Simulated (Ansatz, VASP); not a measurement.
## GaN in VASP and in Ansatz

Contents of POSCAR:

```
GaN
1.0
    0.0000000000      2.1085152343      2.1506855390
    2.1085152343      0.0000000000      2.1506855390
    2.1085152343      2.1085152343      0.0000000000
Ga N
1 1
Direct
    0.0000000000      0.0000000000      0.0000000000
    0.5000000000      0.5000000000      0.5000000000
```

INCAR.step1

```
SYSTEM = GaN
PREC = Accurate
ENCUT = 910
ISMEAR = 0
SIGMA = 0.01
LREAL = .FALSE.
LASPH = .TRUE.
NELM = 120
NBANDS = 16
GGA = PE
ALGO = Normal
EDIFF = 1E-5
LWAVE = .TRUE.
LCHARG = .FALSE.
GGA_COMPAT = .FALSE.
```

The input INCAR.step2:

```
SYSTEM = GaN
PREC = Accurate
ENCUT = 910
EDIFF = 1E-6
ISMEAR = 0
SIGMA = 0.01
LREAL = .FALSE.
LASPH = .TRUE.
NELM = 120
ALGO = Normal
ISIF = 2
LWAVE = .FALSE.
LCHARG = .TRUE.
METAGGA = R2SCAN
LMIXTAU = .TRUE.
LELF = .TRUE.
LVHAR = .TRUE.
NBANDS = 16
ISTART = 1
GGA_COMPAT = .FALSE.
```

File KPOINTS:

```
regular mesh
0
G
  10 10 10
  0 0 0
```

Input for Ansatz:

```yaml
crystal:
  lattice:
    - [0.0, 2.1085152343, 2.150685539]
    - [2.1085152343, 0.0, 2.150685539]
    - [2.1085152343, 2.1085152343, 0.0]
  atoms:
    - { symbol: Ga, position: [0.0, 0.0, 0.0] }
    - { symbol: "N", position: [0.5, 0.5, 0.5] }
kpoints:
  mp_grid: { grid: [10, 10, 10] }
  band_path:
    path:
      - [0.0, 0.0, 0.0]
      - [0.5, 0.0, 0.5]
      - [0.625, 0.25, 0.625]
      - [0.375, 0.375, 0.75]
      - [0.5, 0.5, 0.5]
      - [0.5, 0.25, 0.75]
      - [0.182292, 0.182292, 0.364583]
      - [0.0, 0.5, 0.5]
    npoints: 1
hamiltonian:
  xc: r2scan
scf:
  occupations: { method: fixed }
  n_extra_bands: 4
output:
  forces: true
  stress: true
  eigenvalues: true
```

Change from the starting cell: uniaxial_z strain +2.0%.

Alike in both runs: task single point; functional r2SCAN; k mesh 10 × 10 × 10; no spin polarisation.

```csv
,VASP,Ansatz
version,VASP 6.6.1,Ansatz 0.2.0
potentials or method,"VASP PAW PBE potentials, release 64 (Ga_d, N_h)","plane waves, PAW"
plane-wave cutoff (eV),910,500
occupations,"gaussian, width 0.01 eV",fixed
valence electrons in the cell,18,18
```

|  | VASP | Ansatz | Ansatz less VASP |
| --- | --- | --- | --- |
| gap on the k mesh at the Fermi level (eV) | 0.94 | 0.96 | +0.022 |

VASP's potentials were made for PBE, not for r2SCAN.

Noted on VASP's run: the cutoff is short for stress, so the pressure is rough.
